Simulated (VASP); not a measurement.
Here is a VASP 6.6.1 calculation.

File INCAR:

```
ALGO     = Normal         # electronic algorithm
EDIFF    = 1E-6           # SCF threshold, eV
ENCUT    = 520            # plane-wave cutoff, eV
GGA      = PE             # functional
ISIF     = 2              # what is computed and relaxed
ISMEAR   = 0              # smearing method
LASPH    = T              # aspherical terms in the spheres
LCHARG   = F              # write CHGCAR
LREAL    = F              # projectors in reciprocal space
LWAVE    = F              # write WAVECAR
NBANDS   = 26             # bands
NELM     = 60             # most SCF steps
PREC     = Accurate       # precision mode
SIGMA    = 0.1            # smearing width, eV
```

KPOINTS

```
k-points
0
Gamma
  6 6 6
```

POSCAR

```
ZnO4
1.0
   -2.3025558900      2.3025558900      2.3025558900
    2.3025558900     -2.3025558900      2.3025558900
    2.3025558900      2.3025558900     -2.3025558900
Zn O
1 4
Direct
    0.0000000000      0.0000000000      0.0000000000
    0.5000000000      0.5000000000      0.5000000000
    0.5000000000      0.0000000000      0.0000000000
    0.0000000000      0.0000000000      0.5000000000
    0.0000000000      0.5000000000      0.0000000000
```

Potentials or basis: VASP PAW PBE potentials, release 64 (Zn, O).

Launch:

```console
$ cat potpaw_PBE.64/Zn/POTCAR potpaw_PBE.64/O/POTCAR > POTCAR
$ mpirun -np 1 vasp_std > vasp.out
```

Problem. Predict the band gap on the k mesh.

Solution. Zero (band 18 reaches 1.77 eV, above the bottom of band 19 at -0.00 eV).

Problem. Predict the pressure.

Solution. 9.6 GPa.
